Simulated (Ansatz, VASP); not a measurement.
## One calculation of F, two programs

INCAR

```
SYSTEM = F
PREC = Accurate ; ENCUT = 520
EDIFF = 1E-6 ; ISMEAR = 0
SIGMA = 0.05 ; LREAL = .FALSE.
LASPH = .TRUE. ; NELM = 80
ALGO = Normal ; ISIF = 2
LWAVE = .FALSE. ; LCHARG = .TRUE.
GGA = PS ; LELF = .TRUE.
LVHAR = .TRUE. ; NBANDS = 22
```

The input KPOINTS:

```
regular mesh
0
G
  4 4 2
  0 0 0
```

POSCAR

```
F
1.0
    2.9286813301     -1.7662261639     -0.2258851695
    2.9286813301      1.7662261639     -0.2258851695
   -2.1772976608      0.0000000000      7.0629590033
F
4
Direct
    0.0848459664      0.0848459664      0.0940038325
    0.9151540336      0.9151540336      0.9059961675
    0.5015719855      0.5015719855      0.5937195244
    0.4984280145      0.4984280145      0.4062804756
```

Input for Ansatz:

```yaml
crystal:
  lattice:
    - [2.9286813301, -1.7662261639, -0.2258851695]
    - [2.9286813301, 1.7662261639, -0.2258851695]
    - [-2.1772976608, 0.0, 7.0629590033]
  atoms:
    - { symbol: F, position: [0.0848459664, 0.0848459664, 0.0940038325] }
    - { symbol: F, position: [0.9151540336, 0.9151540336, 0.9059961675] }
    - { symbol: F, position: [0.5015719855, 0.5015719855, 0.5937195244] }
    - { symbol: F, position: [0.4984280145, 0.4984280145, 0.4062804756] }
basis:
  ecutwfc: 520.0
kpoints:
  mp_grid: { grid: [4, 4, 2] }
hamiltonian:
  xc: pbesol
scf:
  occupations: { method: gaussian, width: 0.05 }
output:
  forces: true
  stress: true
  eigenvalues: true
```

Change from the starting cell: volume 17.833 Å^3 an atom, stretch along a over the lengths across it, relative to the relaxed cell 0.9530.

Alike in both runs: task single point; functional PBEsol; k mesh 4 × 4 × 2; occupations gaussian, width 0.05 eV; no spin polarisation.

```csv
,VASP,Ansatz
version,VASP 6.6.1,Ansatz 0.2.0
potentials or method,"VASP PAW PBE potentials, release 64 (F), cutoff 520 eV","scalar-relativistic, plane waves, PAW"
valence electrons in the cell,28,28
```

```csv
,VASP,Ansatz,Ansatz less VASP
gap on the k mesh at the Fermi level (eV),3.20,3.28,+0.085
least direct gap on the mesh (eV),3.29,3.37,+0.085
pressure (GPa),2.3,1.9,-0.46
"traceless stress, the component that is largest in VASP (GPa)",4.47,2.84,-1.635
rms of the force components (eV/Å),0.760,0.483,-0.2773
```

VASP's potentials were made for PBE, not for PBEsol. Atom by atom the forces differ by 0.277 eV/Å (rms over components).

The k mesh is coarse, so the values compare programs but aren't converged.
